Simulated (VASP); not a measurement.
Write the native input for VASP 6.6.1 that does the following.

- Task: electric field gradients
- Functional: PBE
- Potentials or basis: VASP PAW PBE potentials, release 64 (Cu, I)
- Cutoff: 520 eV
- k mesh: 12 × 12 × 12
- Occupations: fermi-dirac, width 0.05 eV
- Spin: no spin polarisation
- Dipole correction: no
- Further INCAR settings: ALGO = Normal; EDIFF = 1e-08; NBANDS = 16

The structure of CuI lies in POSCAR:

```
CuI
1.0
    0.0000000000      3.0389565618      3.0389565618
    3.0389565618      0.0000000000      3.0389565618
    3.0389565618      3.0389565618      0.0000000000
Cu I
1 1
Direct
    0.2500000000      0.2500000000      0.2500000000
    0.0000000000      0.0000000000      0.0000000000
```

One way to write it, as run:

INCAR

```
SYSTEM = CuI
PREC = Accurate ; ENCUT = 520
EDIFF = 1E-8 ; ISMEAR = -1
SIGMA = 0.05 ; LREAL = .False.
LASPH = .True. ; NELM = 60
ALGO = Normal ; ISIF = 2
LWAVE = .False. ; LCHARG = .False.
GGA = PE ; LEFG = .True.
NBANDS = 16
```

KPOINTS

```
Automatic mesh
0
Gamma
  12 12 12
  0 0 0
```

Potentials or basis: VASP PAW PBE potentials, release 64 (Cu, I).

Command:

```sh
$ cat potpaw_PBE.64/Cu/POTCAR potpaw_PBE.64/I/POTCAR > POTCAR
$ mpirun -np 1 vasp_std > vasp.out
```

Results of the run:

- Pressure: 0.1 GPa
- Band gap on the k mesh: 1.12 eV
- Largest electric field gradient by atom: under 0.05 V/Å² on every atom

Caveat: spin-orbit coupling is left out, which moves the levels of the heavy elements.

It took 33 s on 1 thread of AMD EPYC 9R45 (Zen 5) (shared host), peak memory 0.19 GiB.
